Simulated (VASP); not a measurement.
A run of VASP 6.6.1 is set up as follows.

Contents of INCAR:

```
PREC     = Accurate       # precision mode
ENCUT    = 520            # plane-wave cutoff, eV
EDIFF    = 1E-7           # SCF threshold, eV
ISMEAR   = -1             # smearing method
SIGMA    = 0.05           # smearing width, eV
LREAL    = F              # projectors in reciprocal space
LASPH    = T              # aspherical terms in the spheres
NELM     = 100            # most SCF steps
ALGO     = Normal         # electronic algorithm
ISIF     = 2              # what is computed and relaxed
LWAVE    = F              # write WAVECAR
LCHARG   = T              # write CHGCAR
GGA      = PE             # functional
LELF     = T              # ELF
LVHAR    = T            
NBANDS   = 10             # bands
```

Contents of KPOINTS:

```
Automatic mesh
0
Gamma
  10 10 5
```

POSCAR

```
Li
1.0
    3.1316032494      0.0000000000      0.0000000000
   -1.5658016247      2.7120479686      0.0000000000
    0.0000000000      0.0000000000      5.1267294598
Li
2
Direct
    0.6666666667      0.3333333333      0.7500000000
    0.3333333333      0.6666666667      0.2500000000
```

Potentials or basis: VASP PAW PBE potentials, release 64 (Li_sv).

Command:

```sh
$ cat potpaw_PBE.64/Li_sv/POTCAR > POTCAR
$ mpirun -np 1 vasp_std > vasp.out
```

Q: Predict the band gap on the k mesh.

A: Zero (band 3 reaches 1.74 eV, above the bottom of band 4 at -1.49 eV).
